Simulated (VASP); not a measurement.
SiC2: single point with PBE

SiC2:

```xyz
6
Lattice="2.5597 0.0000 0.0000 -1.2799 2.2168 0.0000 0.0000 0.0000 8.9153" Properties=species:S:1:pos:R:3 pbc="T T T"
Si    0.0000    1.4778    2.2288
Si    1.2799    0.7389    6.6865
C     0.0000    1.4778    0.2130
C     0.0000    1.4778    4.2447
C     1.2799    0.7389    8.7024
C     1.2799    0.7389    4.6707
```

| Item | Value |
| --- | --- |
| Program | VASP 6.6.1 |
| Task | single point |
| Functional | PBE |
| Potentials or basis | VASP PAW PBE potentials, release 64 (Si, C) |
| Cutoff | 520 eV |
| k mesh | 6 × 6 × 2 |
| Occupations | gaussian, width 0.1 eV |
| Spin | collinear spin, ferromagnetic start |
| Starting moments | [0.0, 0.0, 1.0, 1.0, 1.0, 1.0] μB |

```
Pressure                                              : 0.2 GPa
Largest force                                         : 0.012 eV/Å
Band gap on the k mesh                                : zero (filled and empty bands overlap)
Net moment                                            : 0.00 μB per cell
Valence electrons inside the program's atomic spheres : Si 1.66; C 2.51
```

Forces on the atoms (eV/Å):
```
Si   0.000  0.000  0.000
Si   0.000  0.000  0.000
C    0.000  0.000  0.012
C    0.000  0.000 -0.012
C    0.000  0.000 -0.012
C    0.000  0.000  0.012
```

Stress tensor (GPa, compression positive):
```
0.23 0.00 0.00
0.00 0.23 0.00
0.00 0.00 0.10
```

Levels at points of the mesh, in eV from the Fermi level:
Spin up:
```
           k point  band 9  band 10  band 11  band 12  band 13  band 14  band 15  band 16
(0.00, 0.00, 0.00)   -2.63    -2.61    -2.61     3.70     6.18     6.18     6.20     6.35
(0.50, 0.00, 0.00)   -5.73    -5.03    -4.97    -3.45     0.74     1.62     4.44     5.01
(0.00, 0.00, 0.50)   -2.62    -2.62     0.63     0.63     6.26     6.26     6.26     6.26
(0.50, 0.00, 0.50)   -5.74    -5.74    -3.32    -3.32     0.52     0.52     5.19     5.19
```
Spin down:
```csv
k point,band 10,band 11,band 12,band 13,band 14,band 15
"(0.00, 0.00, 0.00)",-2.61,-2.61,3.70,6.18,6.18,6.20
"(0.50, 0.00, 0.00)",-5.02,-4.97,-3.45,0.74,1.62,4.44
"(0.00, 0.00, 0.50)",-2.62,0.63,0.63,6.26,6.26,6.26
"(0.50, 0.00, 0.50)",-5.74,-3.32,-3.32,0.52,0.52,5.19
```

Wall time 31 s on 1 thread of AMD EPYC 7R13 Processor (Zen 3), with other jobs on the host, peak memory 0.16 GiB.

Caveat: the k points lie up to 0.47 Å⁻¹ apart.
